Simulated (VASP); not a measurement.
# Al3Rh2 (P-6m2) in VASP: notebook

The runs below take Al3Rh2 through single point, relaxation of cell and atoms, with PBE.

Program: VASP 6.6.1. These are calculated values, not measurements. Logs are shortened: lines on timing, memory, paths and dates and some standing lists are left out, and cuts for length are marked.

**1. The cell of the first run**

It takes space group P-6m2 (No. 187, hexagonal). Conventional cell: a = 4.031 Å, b = 4.031 Å, c = 4.950 Å, α = 90.00°, β = 90.00°, γ = 120.00°. Al (site symmetry 3m) has 5 Al at 2.43 to 2.65 Å and 6 Rh at 2.63 to 2.65 Å within 3.2 Å. Within 3.1 Å of Al (site symmetry -6m2) lie 5 Rh at 2.33 to 2.48 Å and 6 Al at 2.65 Å. Within 3.3 Å of Rh (site symmetry -6m2) lie 8 Al at 2.48 to 2.63 Å. Rh (site symmetry -6m2) has 9 Al at 2.33 to 2.65 Å within 3.1 Å.

**2. Single point, PBE**

Contents of INCAR:

```
ALGO = Fast ; EDIFF = 1E-6
ENCUT = 520 ; GGA = PE
ISIF = 2 ; ISMEAR = 0
LASPH = T ; LCHARG = F
LREAL = F ; LWAVE = F
NBANDS = 28 ; NELM = 60
PREC = Accurate ; SIGMA = 0.1
```

Contents of KPOINTS:

```
k-points
0
Gamma
  6 6 4
```

Contents of POSCAR:

```
Al3Rh2
1.0
    4.0314118800      0.0000000000      0.0000000000
   -2.0157059400      3.4913051000      0.0000000000
    0.0000000000      0.0000000000      4.9504277000
Al Rh
3 2
Direct
    0.0000000000      0.0000000000      0.7454000100
    0.0000000000      0.0000000000      0.2545999900
    0.6666666700      0.3333333300      0.0000000000
    0.6666666700      0.3333333300      0.5000000000
    0.3333333300      0.6666666700      0.0000000000
```

Potentials or basis: VASP PAW PBE potentials, release 64 (Al, Rh_pv).

Run with:

```sh
$ cat potpaw_PBE.64/Al/POTCAR potpaw_PBE.64/Rh_pv/POTCAR > POTCAR
$ mpirun -np 1 vasp_std > vasp.out
```

OUTCAR:

```text
EDIFF = 1E-6
   ENCUT = 520
   GGA = PE
   ISIF = 2
   ISMEAR = 0
   LASPH = T
   LREAL = F
   NELM = 60
   PREC = Accurate

 ion  position               nearest neighbor table
   1  0.000  0.000  0.745-   2 2.43   2 2.52   4 2.63   4 2.63   4 2.63   5 2.65   3 2.65   3 2.65
                             5 2.65   3 2.65   5 2.65
   2  0.000  0.000  0.255-   1 2.43   1 2.52   4 2.63   4 2.63   4 2.63   3 2.65   5 2.65   3 2.65
                             5 2.65   3 2.65   5 2.65
   3  0.667  0.333  0.000-   5 2.33   5 2.33   5 2.33   4 2.48   4 2.48   1 2.65   2 2.65   1 2.65
                             2 2.65   1 2.65   2 2.65
   4  0.667  0.333  0.500-   3 2.48   3 2.48   1 2.63   2 2.63   1 2.63   2 2.63   1 2.63   2 2.63

   5  0.333  0.667  0.000-   3 2.33   3 2.33   3 2.33   1 2.65   2 2.65   2 2.65   1 2.65   2 2.65
                             1 2.65

  LATTYP: Found a hexagonal cell.
 ALAT       =     4.0314118800
 C/A-ratio  =     1.2279637624

  Lattice vectors:

 A1 = (   4.0314118800,   0.0000000000,   0.0000000000)
 A2 = (  -2.0157059400,   3.4913051000,   0.0000000000)
 A3 = (   0.0000000000,   0.0000000000,   4.9504277000)

Analysis of symmetry for initial positions (statically):
=====================================================================
 Subroutine PRICEL returns:
 Original cell was already a primitive cell.

 Routine SETGRP: Setting up the symmetry group for a
 hexagonal supercell.

 Subroutine GETGRP returns: Found 12 space group operations
 (whereof 12 operations were pure point group operations)
 out of a pool of 24 trial point group operations.

The static configuration has the point symmetry D_3h.

Analysis of symmetry for dynamics (positions and initial velocities):
=====================================================================
 Subroutine PRICEL returns:
 Original cell was already a primitive cell.

 Routine SETGRP: Setting up the symmetry group for a
 hexagonal supercell.

 Subroutine GETGRP returns: Found 12 space group operations
 (whereof 12 operations were pure point group operations)
 out of a pool of 24 trial point group operations.

The dynamic configuration has the point symmetry D_3h.

 Subroutine INISYM returns: Found 12 space group operations
 (whereof 12 operations are pure point group operations),
 and found     1 'primitive' translations

----------------------------------------------------------------------------------------

                                     Primitive cell

  volume of cell :      69.6767

  direct lattice vectors                    reciprocal lattice vectors
     4.031411880  0.000000000  0.000000000     0.248052055  0.143212921  0.000000000
    -2.015705940  3.491305100  0.000000000     0.000000000  0.286425841  0.000000000
     0.000000000  0.000000000  4.950427700     0.000000000  0.000000000  0.202002748

  length of vectors
     4.031411880  4.031411879  4.950427700     0.286425841  0.286425841  0.202002748

  position of ions in fractional coordinates (direct lattice)
     0.000000000  0.000000000  0.745400010
     0.000000000  0.000000000  0.254599990
     0.666666670  0.333333330  0.000000000
     0.666666670  0.333333330  0.500000000
     0.333333330  0.666666670  0.000000000

  ion indices of the primitive-cell ions
   primitive index   ion index
                 1           1
                 2           2
                 3           3
                 4           4
                 5           5

----------------------------------------------------------------------------------------

 KPOINTS: k-points

Automatic generation of k-mesh.
 Grid dimensions read from file:
 generate k-points for:    6    6    4

 Generating k-lattice:

  Cartesian coordinates                     Fractional coordinates (reciprocal lattice)
     0.041342009  0.023868820  0.000000000     0.166666667  0.000000000  0.000000000
     0.000000000  0.047737640  0.000000000     0.000000000  0.166666667  0.000000000
     0.000000000  0.000000000  0.050500687     0.000000000  0.000000000  0.250000000

  Length of vectors
     0.047737640  0.047737640  0.050500687

  Shift w.r.t. Gamma in fractional coordinates (k-lattice)
     0.000000000  0.000000000  0.000000000

 Subroutine IBZKPT returns following result:
 ===========================================

 Found     21 irreducible k-points:

 Following reciprocal coordinates:
            Coordinates               Weight
  0.000000  0.000000  0.000000      1.000000
  0.166667  0.000000  0.000000      6.000000
  0.333333  0.000000  0.000000      6.000000
  0.500000  0.000000  0.000000      3.000000
  0.166667  0.166667  0.000000      6.000000
  0.333333  0.166667  0.000000     12.000000
[... 13 lines left out ...]
  0.333333  0.166667  0.500000     12.000000
  0.333333  0.333333  0.500000      2.000000
   k-points           NKPTS =     21   k-points in BZ     NKDIM =     21   number of bands    NBANDS=     28
   number of dos      NEDOS =    301   number of ions     NIONS =      5
   total plane-waves  NPLWV =  36000
   dimension x,y,z NGX =    30 NGY =   30 NGZ =   40
   dimension x,y,z NGXF=    60 NGYF=   60 NGZF=   80
   ions per type =               3   2
   NGX,Y,Z   is equivalent  to a cutoff of  12.37, 12.37, 13.43 a.u.
   NGXF,Y,Z  is equivalent  to a cutoff of  24.74, 24.74, 26.87 a.u.
 SYSTEM =  unknown system
   PREC   = accura    normal or accurate (medium, high low for compatibility)
   ISTART =      0    job   : 0-new  1-cont  2-samecut
   ICHARG =      2    charge: 1-file 2-atom 10-const
   ISPIN  =      1    spin polarized calculation?
   LNONCOLLINEAR =      F non collinear calculations
   LSORBIT =      F    spin-orbit coupling
   LASPH  =      T    aspherical Exc in radial PAW
   ENCUT  =  520.0 eV  38.22 Ry    6.18 a.u.   7.50  7.50  9.20*2*pi/ulx,y,z
   NELM   =     60;   NELMIN=  2; NELMDL= -5     # of ELM steps
   EDIFF  = 0.1E-05   stopping-criterion for ELM
   LREAL  =      F    real-space projection
   EDIFFG = 0.1E-04   stopping-criterion for IOM
   NSW    =      0    number of steps for IOM
   IBRION =     -1    ionic relax: 0-MD 1-quasi-New 2-CG
   NFREE  =      0    steps in history (QN), initial steepest desc. (CG)
   ISIF   =      2    stress and relaxation
   ISYM   =      2    0-nonsym 1-usesym 2-fastsym
   POTIM  = 0.5000    time-step for ionic-motion
   TEBEG  =    0.0;   TEEND  =   0.0 temperature during run
   PSTRESS=    0.0 pullay stress
   NELECT =      39.0000    total number of electrons
   NUPDOWN=      -1.0000    fix difference up-down
   EMIN   =  10.00;   EMAX   =-10.00  energy-range for DOS
   EFERMI =   0.00;   METHOD = LEGACY
   ISMEAR =     0;   SIGMA  =   0.10  broadening in eV -4-tet -1-fermi 0-gaus
   EFERMI_NEDOS =   21; number of points for ismear=-14 and -15
   IALGO  =     68    algorithm
   IMIX   =      4    mixing-type and parameters
     AMIX     =   0.40;   BMIX     =  1.00
     AMIX_MAG =   1.60;   BMIX_MAG =  1.00
  volume/ion in A,a.u.               =      13.94        94.04
  Fermi-wavevector in a.u.,A,eV,Ry     =   1.349171  2.549564 24.766189  1.820264
  Thomas-Fermi vector in A             =   2.476780
   LORBIT       =      0    0 simple, 1 ext, 2 COOP (PROOUT), +10 PAW based schemes
   GGA     = PE    functional components
   LHFCALC =     F    Hartree Fock is set to
   AEXX    =    0.0000 exact exchange contribution
   IVDW    =     0    specifies the selected vdW correction
   LEPSILON=     F    determine dielectric tensor
   LRPA    =     F    only Hartree local field effects (RPA)
 non-spin polarized calculation
 RMM-DIIS sequential band-by-band and
 Gauss-broadening in eV      SIGMA  =   0.10
  energy-cutoff  :      520.00
  volume of cell :       69.68
 maximum number of plane-waves:      1914
 NGX is ok and might be reduce to    30
   NGX = 15   NGY = 15   NGZ = 19

 number of electron      39.0000003 magnetization

 Free energy of the ion-electron system (eV)
  ---------------------------------------------------
  ext. energy  EPLUGINS =         0.00000000
  ---------------------------------------------------
  free energy    TOTEN  =       -27.65862505 eV

  energy without entropy =      -27.63874162  energy(sigma->0) =      -27.64868333

 E-fermi :  10.2223     XC(G=0): -11.9092

 val. band max:       10.1932242936   @ k =   0.3333   0.0000   0.0000
 cond. band min:      10.2524936629   @ k =   0.1667   0.1667   0.5000
 fundamental gap:      0.0592693693
 Fermi energy:        10.2223462303

 k-point     1 :       0.0000    0.0000    0.0000
  band No.  band energies     occupation
      1     -36.2612      2.00000
      2     -36.2612      2.00000
      3     -36.0634      2.00000
      4     -35.9786      2.00000
      5     -35.9786      2.00000
      6     -35.9052      2.00000
[... 20 lines left out ...]
     27      17.9651      0.00000
     28      18.1148      0.00000

 k-point     2 :       0.1667    0.0000    0.0000
  band No.  band energies     occupation
      1     -36.2630      2.00000
      2     -36.2616      2.00000
      3     -36.0624      2.00000
      4     -35.9800      2.00000
      5     -35.9789      2.00000
      6     -35.9060      2.00000
[... 20 lines left out ...]
     27      17.0726      0.00000
     28      17.1199      0.00000

 k-point     3 :       0.3333    0.0000    0.0000
  band No.  band energies     occupation
      1     -36.2665      2.00000
      2     -36.2623      2.00000
      3     -36.0604      2.00000
      4     -35.9826      2.00000
      5     -35.9795      2.00000
      6     -35.9074      2.00000
[... 20 lines left out ...]
     27      17.6054      0.00000
     28      18.1734      0.00000

 k-point     4 :       0.5000    0.0000    0.0000
  band No.  band energies     occupation
      1     -36.2683      2.00000
      2     -36.2627      2.00000
      3     -36.0594      2.00000
      4     -35.9840      2.00000
      5     -35.9798      2.00000
      6     -35.9082      2.00000
[... 20 lines left out ...]
     27      17.8816      0.00000
     28      19.8371      0.00000

 k-point     5 :       0.1667    0.1667    0.0000
  band No.  band energies     occupation
      1     -36.2653      2.00000
      2     -36.2625      2.00000
      3     -36.0609      2.00000
      4     -35.9817      2.00000
      5     -35.9796      2.00000
      6     -35.9071      2.00000
[... 20 lines left out ...]
     27      16.4137      0.00000
     28      18.2241      0.00000

 k-point     6 :       0.3333    0.1667    0.0000
  band No.  band energies     occupation
      1     -36.2673      2.00000
      2     -36.2637      2.00000
      3     -36.0594      2.00000
      4     -35.9832      2.00000
      5     -35.9805      2.00000
      6     -35.9082      2.00000
[... 370 lines left out ...]
      5     -35.9803      2.00000
      6     -35.9051      2.00000
[... 20 lines left out ...]
     27      19.4017      0.00000
     28      19.5516      0.00000

 k-point    19 :       0.1667    0.1667    0.5000
  band No.  band energies     occupation
      1     -36.2662      2.00000
      2     -36.2622      2.00000
      3     -36.0591      2.00000
      4     -35.9842      2.00000
      5     -35.9801      2.00000
      6     -35.9065      2.00000
[... 20 lines left out ...]
     27      17.2287      0.00000
     28      18.2545      0.00000

 k-point    20 :       0.3333    0.1667    0.5000
  band No.  band energies     occupation
      1     -36.2688      2.00000
      2     -36.2634      2.00000
      3     -36.0582      2.00000
      4     -35.9867      2.00000
      5     -35.9813      2.00000
      6     -35.9050      2.00000
[... 20 lines left out ...]
     27      17.8533      0.00000
     28      18.9956      0.00000

 k-point    21 :       0.3333    0.3333    0.5000
  band No.  band energies     occupation
      1     -36.2682      2.00000
      2     -36.2652      2.00000
      3     -36.0579      2.00000
      4     -35.9863      2.00000
      5     -35.9829      2.00000
      6     -35.9045      2.00000
[... 20 lines left out ...]
     27      18.1013      0.00000
     28      18.2656      0.00000

------------------------ aborting loop because EDIFF is reached ----------------------------------------

  FORCE on cell =-STRESS in cart. coord.  units (eV):
  Direction    XX          YY          ZZ          XY          YZ          ZX
  --------------------------------------------------------------------------------------
  -------------------------------------------------------------------------------------
  Total        7.7483826      7.7483826     10.3668484      0.0000000      0.0000000      0.0000000
  in kB      178.1697380    178.1697379    238.3799011      0.0000000      0.0000000      0.0000000
  external PRESSURE =     198.2397923 kB  Pullay stress =       0.0000000 kB

 VOLUME and BASIS-vectors are now :
 -----------------------------------------------------------------------------
  energy-cutoff  :      520.00
  volume of cell :       69.68
      direct lattice vectors                 reciprocal lattice vectors
     4.031411880  0.000000000  0.000000000     0.248052055  0.143212921  0.000000000
    -2.015705940  3.491305100  0.000000000     0.000000000  0.286425841  0.000000000
     0.000000000  0.000000000  4.950427700     0.000000000  0.000000000  0.202002748

 POSITION                                       TOTAL-FORCE (eV/Angst)
 -----------------------------------------------------------------------------------
      0.00000      0.00000      3.69005        -0.000000     -0.000000     -0.605856
      0.00000      0.00000      1.26038        -0.000000     -0.000000      0.605856
      2.01571      1.16377      0.00000        -0.000000     -0.000000     -0.000000
      2.01571      1.16377      2.47521         0.000000      0.000000     -0.000000
     -0.00000      2.32754      0.00000        -0.000000     -0.000000     -0.000000
 -----------------------------------------------------------------------------------
    total drift:                                0.000000     -0.000000     -0.000000

  FREE ENERGIE OF THE ION-ELECTRON SYSTEM (eV)
  ---------------------------------------------------
  free  energy   TOTEN  =       -27.6586250485 eV

  energy  without entropy=      -27.6387416190  energy(sigma->0) =      -27.64868333
```

It took 38 s on 1 thread of Intel Xeon Platinum 8488C (Sapphire Rapids), shared host; peak memory 0.19 GiB.

Results:

```
Free energy   : -27.6586 eV
Pressure      : 19.8 GPa
Largest force : 0.606 eV/Å
```

Forces in eV/Å, atoms in the order of the input:
```
Al   0.000  0.000 -0.606
Al   0.000  0.000  0.606
Al   0.000  0.000  0.000
Rh   0.000  0.000  0.000
Rh   0.000  0.000  0.000
```

**3. Single point, PBE**

This run uses another cell than the first one, of 15.61 Å³/atom, 1.120 times its volume.

Contents of INCAR:

```
SYSTEM = Al3Rh2
  PREC = Accurate
  ENCUT = 520
  EDIFF = 1E-6
  ISMEAR = 0
  SIGMA = 0.1
  LREAL = .False.
  LASPH = .True.
  NELM = 80
  ALGO = Normal
  ISIF = 2
  LWAVE = .False.
  LCHARG = .False.
  GGA = PE
  NBANDS = 28
```

Contents of KPOINTS:

```
regular mesh
0
Gamma
  6 6 4
  0 0 0
```

Contents of POSCAR:

```
Al3Rh2
1.0
    4.1341671611      0.0000000000      0.0000000000
   -2.0670835806      3.5802937850      0.0000000000
    0.0000000000      0.0000000000      5.2729604481
Al Rh
3 2
Direct
    0.0000000000      0.0000000000      0.7393757039
    0.0000000000      0.0000000000      0.2606242961
    0.6666666667      0.3333333333      0.0000000000
    0.6666666667      0.3333333333      0.5000000000
    0.3333333333      0.6666666667      0.0000000000
```

Potentials or basis: VASP PAW PBE potentials, release 64 (Al, Rh_pv).

Run with:

```sh
$ cat potpaw_PBE.64/Al/POTCAR potpaw_PBE.64/Rh_pv/POTCAR > POTCAR
$ mpirun -np 1 vasp_std > vasp.out
```

It took 30 s on 1 thread of Intel Xeon Platinum 8488C (Sapphire Rapids), shared host; peak memory 0.2 GiB.

Results (log left out):

- Free energy: -28.1777 eV
- Pressure: 0.1 GPa
- Largest force: 0.013 eV/Å

Forces in eV/Å, atoms in the order of the input:
```
Al   0.000  0.000 -0.013
Al   0.000  0.000  0.013
Al   0.000  0.000  0.000
Rh   0.000  0.000  0.000
Rh   0.000  0.000  0.000
```

Levels at points of the mesh, in eV from the Fermi level:
| k point | band 17 | band 18 | band 19 | band 20 | band 21 | band 22 |
| --- | --- | --- | --- | --- | --- | --- |
| (0.00, 0.00, 0.00) | -1.82 | -1.82 | -0.26 | 2.84 | 3.02 | 3.02 |
| (0.50, 0.00, 0.00) | -1.58 | -1.30 | -1.25 | -0.23 | 0.71 | 1.54 |
| (0.00, 0.00, 0.50) | -1.82 | -1.82 | 2.07 | 2.88 | 2.88 | 3.08 |
| (0.50, 0.00, 0.50) | -1.75 | -1.71 | -0.59 | -0.53 | 0.51 | 2.50 |

(Continued in part 2 of 2.)
